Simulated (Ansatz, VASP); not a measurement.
Two plane-wave programs on Br

INCAR

```
PREC = Accurate
ENCUT = 520
EDIFF = 1E-6
ISMEAR = -1
SIGMA = 0.3
LREAL = False
LASPH = True
NELM = 60
ALGO = Normal
ISIF = 2
LWAVE = False
LCHARG = False
NBANDS = 22
```

File KPOINTS:

```
Automatic mesh
0
Gamma
  9 9 4
```

POSCAR

```
Br
1.0
    3.3280929616     -1.9517224565      0.0000000000
    3.3280929616      1.9517224565      0.0000000000
    0.0000000000      0.0000000000      8.4732333614
Br
4
Direct
    0.8406697304      0.1593302696      0.1209213125
    0.6593302696      0.3406697304      0.6209213125
    0.1593302696      0.8406697304      0.8790786875
    0.3406697304      0.6593302696      0.3790786875
```

Input for Ansatz:

```yaml
crystal:
  lattice:
    - [3.3280929616, -1.9517224565, 0.0]
    - [3.3280929616, 1.9517224565, 0.0]
    - [0.0, 0.0, 8.4732333614]
  atoms:
    - { symbol: Br, position: [0.8406697304, 0.1593302696, 0.1209213125] }
    - { symbol: Br, position: [0.6593302696, 0.3406697304, 0.6209213125] }
    - { symbol: Br, position: [0.1593302696, 0.8406697304, 0.8790786875] }
    - { symbol: Br, position: [0.3406697304, 0.6593302696, 0.3790786875] }
hamiltonian:
  xc: lda
  pseudopotentials:
    kind: paw
    azcp:
      Br: "pseudopotentials/Br.paw.azcp"
basis:
  ecutwfc: 420
  fft_grid_basis: typed
kpoints:
  mp_grid: { grid: [9, 9, 4], shift: [0, 0, 0] }
magnetization:
  spin_polarized: false
scf:
  occupations: { method: fermi_dirac, width: 0.3 }
  lower_state_search: "off"
output:
  stress: true
```

Alike in both runs: task single point; functional LDA; k mesh 9 × 9 × 4; occupations fermi-dirac, width 0.3 eV; no spin polarisation.

|  | VASP | Ansatz |
| --- | --- | --- |
| version | VASP 6.6.1 | Ansatz 0.2.0 |
| potentials or method | VASP PAW LDA potentials, release 64 (Br), cutoff 520 eV | plane waves (420 eV) with PAW, scalar-relativistic |
| valence electrons in the cell | 28 | 28 |

VASP gave:

- pressure (GPa): 0.5
- traceless stress, the component that is largest in VASP (GPa): 0.67

Problem. Estimate Ansatz's values.

Solution. Pressure (GPa): 0.5; traceless stress, the component that is largest in VASP (GPa): 0.58.

Ansatz warns that its potentials were made for another functional, while VASP's fit it. LDA's correlation is that of Perdew and Zunger in VASP and of Perdew and Wang (1992) in Ansatz.
